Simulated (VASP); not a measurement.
The system is C.

```
C
1.0
     1.78353    1.78353    0.00000
    -1.78353    1.78353    0.00000
     0.00000    1.78353    1.76115
C
2
Direct
  0.50000 0.50000 0.00000
  0.75000 0.25000 0.50000
```

This cell differs from its parent crystal: in-plane strain +0.01, then relaxed in part.

Base run:

```yaml
Program: VASP 6.6.1
Functional: LDA
Potentials_or_basis: VASP PAW LDA potentials, release 64 (C)
Cutoff: 520 eV
k_mesh: 12 × 12 × 12
Occupations: gaussian, width 0.01 eV
Spin: no spin polarisation
```

Its results: band gap on the k mesh 3.83 eV, indirect (least direct gap 5.35 eV); pressure -6.3 GPa.

Question: The run is repeated on the same cell with these changes: potentials or basis from VASP PAW LDA potentials, release 64 (C) to VASP PAW LDA potentials, release 64 (C_h); cutoff from 520 eV to 910 eV. What comes out?

Answer: Band gap on the k mesh 3.84 eV, indirect (least direct gap 5.35 eV); pressure -7.2 GPa.

Caveats: the cutoff is under 1.25 times the usual one of these potentials, so pressure, stress and relaxed cells hold a basis-set (Pulay) error (some runs).

A k mesh can miss the band edges.
